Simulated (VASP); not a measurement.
A run of VASP 6.6.1 is set up as follows.

File INCAR:

```
SYSTEM = In
  ALGO = Normal
  EDIFF = 1E-6
  ENCUT = 520
  GGA = PS
  ISIF = 2
  ISMEAR = -1
  LASPH = .True.
  LCHARG = .True.
  LELF = .True.
  LREAL = .False.
  LVHAR = .True.
  LWAVE = .False.
  NBANDS = 26
  NELM = 80
  PREC = Accurate
  SIGMA = 0.05
```

The input KPOINTS:

```
k-points
0
Gamma
  14 14 14
  0 0 0
```

POSCAR

```
In
1.0
    1.6696368166      0.9639652655      8.2895378825
   -1.6696368166      0.9639652655      8.2895378825
    0.0000000000     -1.9279305310      8.2895378825
In
3
Direct
    0.0000000000      0.0000000000      0.0000000000
    0.7780122400      0.7780122400      0.7780122400
    0.2219877600      0.2219877600      0.2219877600
```

Potentials or basis: VASP PAW PBE potentials, release 64 (In_d).

Command:

```sh
$ cat potpaw_PBE.64/In_d/POTCAR > POTCAR
$ mpirun -np 1 vasp_std > vasp.out
```

Problem. What does it give for the largest force?

Solution. 0.010 eV/Å.

Problem. Predict the pressure.

Solution. -1.6 GPa.

Problem. Estimate the band gap on the k mesh.

Solution. Zero (an odd number of electrons rules out a gap without spin polarisation).

Stress tensor (GPa, compression positive):
```
-1.72  0.00  0.00
 0.00 -1.72  0.00
 0.00  0.00 -1.41
```

Caveat: the cell differs from its parent crystal (zz strain of +1 %); the PAW data sets were made with another functional, which shifts forces and pressure a little; spin-orbit coupling is left out, which moves the levels of the heavy elements.
